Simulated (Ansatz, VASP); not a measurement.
## Co in VASP and in Ansatz

```xyz
1
Lattice="2.3471 0.0000 0.0000 -1.1736 2.0327 0.0000 0.0000 0.0000 23.8000" Properties=species:S:1:pos:R:3 pbc="T T T"
Co    0.0000    0.0000    7.0000
```

Alike in both runs: functional PBE; k mesh 24 × 24 × 1; occupations gaussian, width 0.1 eV; collinear spin.

Ansatz relaxed the structure, and its values are those at the end. VASP's run is a single point on that final structure, the one shown.

|  | VASP | Ansatz |
| --- | --- | --- |
| version | VASP 6.6.1 | Ansatz 0.2.0 |
| potentials or method | VASP PAW PBE potentials, release 64 (Co), cutoff 520 eV | scalar-relativistic, plane waves, PAW |
| valence electrons in the cell | 9 | 17 |

Ansatz gave:

```
gap on the k mesh at the Fermi level (eV)                     : none
net moment per atom (μB)                                      : 1.80
size of the moment on the site where the two differ most (μB) : 1.86
```

Question: Which values does VASP return?

Answer: gap on the k mesh at the Fermi level (eV): none; net moment per atom (μB): 1.78; size of the moment on the site where the two differ most (μB): 1.81.

Site moments also hang on the region over which each program counts them. A gap of «none» marks a metal or a gap that the smearing closes. With one functional, cell and mesh, what is left measures potentials, basis and numerics. VASP's potentials hold 9 valence electrons a cell and Ansatz's 17, so a difference there can come from the potentials and not from the codes.
